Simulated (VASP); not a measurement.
A run of VASP 6.6.1:

POSCAR

```
ZrB
1.0
    0.0000000000      2.3250000000      2.3250000000
    2.3250000000      0.0000000000      2.3250000000
    2.3250000000      2.3250000000      0.0000000000
Zr B
1 1
Direct
    0.0000000000      0.0000000000      0.0000000000
    0.5000000000      0.5000000000      0.5000000000
```

The input INCAR.step1:

```
SYSTEM = ZrB
PREC = Accurate
ENCUT = 520
EDIFF = 1E-5
ISMEAR = -1
SIGMA = 0.05
LREAL = .False.
LASPH = .True.
NELM = 80
ALGO = Normal
ISIF = 2
LWAVE = .True.
LCHARG = .False.
GGA = PE
NBANDS = 14
```

INCAR.step2

```
SYSTEM = ZrB
PREC = Accurate
ENCUT = 520
EDIFF = 1E-6
ISMEAR = -1
SIGMA = 0.05
LREAL = .False.
LASPH = .True.
NELM = 80
ALGO = Normal
ISIF = 2
LWAVE = .False.
LCHARG = .False.
GGA = PS
LHFCALC = .True.
AEXX = 0.25
HFSCREEN = 0.207
PRECFOCK = Normal
ISTART = 1
NBANDS = 14
```

The input KPOINTS:

```
regular mesh
0
Gamma
  5 5 5
  0 0 0
```

Potentials or basis: VASP PAW PBE potentials, release 64 (Zr_sv, B).

The run is started by

```bash
$ cat potpaw_PBE.64/Zr_sv/POTCAR potpaw_PBE.64/B/POTCAR > POTCAR
$ cp INCAR.step1 INCAR
$ mpirun -np 1 vasp_std > vasp.out
$ cp INCAR.step2 INCAR
$ mpirun -np 1 vasp_std > vasp.out
```

Hardware: 1 thread of Intel Xeon 8259CL (shared host).

Q: How long does it take, and how much memory?

A: It took 30 min on 1 thread of Intel Xeon 8259CL, with other jobs on the host, peak memory 0.25 GiB. Counts: k points 10.
